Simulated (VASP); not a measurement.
# SiC (P6_3mc) in VASP: notebook, part 3 of 3

VASP 6.6.1. The steps go on from the part before.

## Step 5: Phonons, r2SCAN

This run uses another cell than the first one, of 10.43 Å³/atom, 1.070 times its volume.

The input, INCAR:

```
PREC = Accurate
ENCUT = 520
EDIFF = 1E-8
ISMEAR = 0
SIGMA = 0.01
LREAL = F
LASPH = T
NELM = 100
ALGO = Normal
ISIF = 2
LWAVE = F
LCHARG = F
METAGGA = R2SCAN
LMIXTAU = T
IBRION = 6
NFREE = 2
POTIM = 0.015
NSW = 1
```

The input, KPOINTS:

```
regular mesh
0
Gamma
  8 8 6
```

The input, POSCAR:

```
SiC
1.0
    3.0842858122      0.0000000000      0.0000000000
   -1.5421429061      2.6710698659      0.0000000000
    0.0000000000      0.0000000000      5.0636923258
Si C
2 2
Direct
    0.3333333333      0.6666666667      0.0045952142
    0.6666666667      0.3333333333      0.5045952142
    0.3333333333      0.6666666667      0.3804047858
    0.6666666667      0.3333333333      0.8804047858
```

Potentials or basis: VASP PAW PBE potentials, release 64 (Si, C).

Started as:

```sh
cat potpaw_PBE.64/Si/POTCAR potpaw_PBE.64/C/POTCAR > POTCAR
mpirun -np 1 vasp_std > vasp.out
```

OUTCAR:

```text
PREC = Accurate
   ENCUT = 520
   EDIFF = 1E-8
   ISMEAR = 0
   LREAL = F
   LASPH = T
   NELM = 100
   ISIF = 2
   METAGGA = R2SCAN
   IBRION = 6
   NFREE = 2
   POTIM = 0.015
   NSW = 1

 ion  position               nearest neighbor table
   1  0.333  0.667  0.005-   4 1.89   4 1.89   4 1.89   3 1.90   2 3.10   2 3.10   2 3.10   2 3.10
                             2 3.10   2 3.10
   2  0.667  0.333  0.505-   3 1.89   3 1.89   3 1.89   4 1.90   1 3.10   1 3.10   1 3.10   1 3.10
                             1 3.10   1 3.10
   3  0.333  0.667  0.380-   2 1.89   2 1.89   2 1.89   1 1.90
   4  0.667  0.333  0.880-   1 1.89   1 1.89   1 1.89   2 1.90

  LATTYP: Found a hexagonal cell.
 ALAT       =     3.0842858122
 C/A-ratio  =     1.6417714291

  Lattice vectors:

 A1 = (   3.0842858122,   0.0000000000,   0.0000000000)
 A2 = (  -1.5421429061,   2.6710698659,   0.0000000000)
 A3 = (   0.0000000000,   0.0000000000,   5.0636923258)

Analysis of symmetry for initial positions (statically):
=====================================================================
 Subroutine PRICEL returns:
 Original cell was already a primitive cell.

 Routine SETGRP: Setting up the symmetry group for a
 hexagonal supercell.

 Subroutine GETGRP returns: Found 12 space group operations
 (whereof  6 operations were pure point group operations)
 out of a pool of 24 trial point group operations.

The static configuration has the point symmetry C_3v.
 The point group associated with its full space group is C_6v.

Analysis of symmetry for dynamics (positions and initial velocities):
=====================================================================
 Subroutine PRICEL returns:
[... 490 lines left out ...]
      4       6.6803      2.00000
      5       6.6803      2.00000
      6       7.8870      2.00000
      7       8.0678      2.00000
      8       8.0678      2.00000
      9      13.3524      0.00000
     10      14.7209      0.00000
     11      15.1817      0.00000
     12      15.1817      0.00000
[... 331 lines left out ...]
 k-point    24 :       0.3750   -0.0000    0.3333
  band No.  band energies     occupation
      1      -5.3940      2.00000
      2      -4.0872      2.00000
      3       0.2243      2.00000
      4       1.4909      2.00000
      5       3.8742      2.00000
      6       5.2385      2.00000
      7       6.1643      2.00000
      8       6.2849      2.00000
      9      11.5999      0.00000
     10      12.4656      0.00000
     11      14.2952      0.00000
     12      15.8977      0.00000

 [... further k-points ...]
[... 5 lines left out ...]
  --------------------------------------------------------------------------------------
  -------------------------------------------------------------------------------------
  Total       -0.6239048     -0.6239048     -0.4369675     -0.0000000      0.0000000      0.0000000
  in kB      -23.9619253    -23.9619253    -16.7823413     -0.0000000      0.0000000      0.0000000
  external PRESSURE =     -21.5687307 kB  Pullay stress =       0.0000000 kB
[... 19 lines left out ...]
  FREE ENERGIE OF THE ION-ELECTRON SYSTEM (eV)
  ---------------------------------------------------
  free  energy   TOTEN  =       -38.6315084773 eV

  energy  without entropy=      -38.6315084773  energy(sigma->0) =      -38.63150848

 INTERNAL STRAIN TENSORS FROM DISPLACED ATOMS
 ============================================

 INTERNAL STRAIN TENSOR FOR ION    1 for displacements in x,y,z  (eV/Angst):
          X           Y           Z          XY          YZ          ZX
  --------------------------------------------------------------------------------
  x    -0.00000     0.00000    -0.00000    -6.85874     0.00000    -5.17908
  y    -6.85874     6.85874     0.00000     0.00000    -5.17909     0.00000
  z    -4.32785    -4.32785     8.14549     0.00000     0.00000     0.00000

 INTERNAL STRAIN TENSOR FOR ION    4 for displacements in x,y,z  (eV/Angst):
          X           Y           Z          XY          YZ          ZX
  --------------------------------------------------------------------------------
  x     0.00000     0.00000     0.00000     8.75183     0.00000     5.17933
  y     8.75183    -8.75183    -0.00000    -0.00000     5.17933    -0.00000
  z     4.32981     4.32981    -8.14009     0.00000     0.00000    -0.00000

 Eigenvectors and eigenvalues of the dynamical matrix
 ----------------------------------------------------

   1 f  =   25.129898 THz   157.895805 2PiTHz  838.243165 cm-1   103.928860 meV
             X         Y         Z           dx          dy          dz
     -0.000000  1.780713  0.023269     0.000000   -0.000000   -0.044853
      1.542143  0.890357  2.555115     0.000000   -0.000000    0.044853
     -0.000000  1.780713  1.926253    -0.000000    0.000000   -0.705683
      1.542143  0.890357  4.458099    -0.000000    0.000000    0.705683
[... 71 lines left out ...]
  12 f/i=    0.000696 THz     0.004375 2PiTHz    0.023224 cm-1     0.002879 meV
             X         Y         Z           dx          dy          dz
     -0.000000  1.780713  0.023269     0.449161    0.385344    0.000000
      1.542143  0.890357  2.555115     0.449161    0.385344    0.000000
     -0.000000  1.780713  1.926253     0.293715    0.251984    0.000000
      1.542143  0.890357  4.458099     0.293715    0.251984    0.000000

 ELASTIC MODULI CONTR FROM IONIC RELAXATION (kBar)
 Direction    XX          YY          ZZ          XY          YZ          ZX
 --------------------------------------------------------------------------------
 XX        -381.2557    222.1104    149.6812     -0.0000     -0.0000     -0.0000
 YY         222.1104   -381.2557    149.6812      0.0000      0.0000      0.0000
 ZZ         149.6812    149.6812   -281.5595     -0.0000      0.0000     -0.0000
 XY          -0.0000      0.0000     -0.0000   -301.6830     -0.0000      0.0000
 YZ          -0.0000      0.0000      0.0000     -0.0000   -105.7056     -0.0000
 ZX          -0.0000      0.0000     -0.0000      0.0000     -0.0000   -105.7055
 --------------------------------------------------------------------------------
```

Run time: 30 min. Hardware: 1 thread of Oxide Virtual Turin-like, shared host; peak memory 0.25 GiB.

Results:

```yaml
Highest_phonon_frequency_at_Γ_LO-TO_splitting_left_out: 838 cm⁻¹
```

Phonon frequencies in cm⁻¹ (negative: imaginary):
```tsv
q point	frequencies
(0.000, 0.000, 0.000)	0 0 0 271 271 599 755 755 765 794 794 838
```

Caveat: the cell wasn't relaxed at this level first, which shifts response properties; the PAW data sets were made with another functional, which shifts forces and pressure a little.
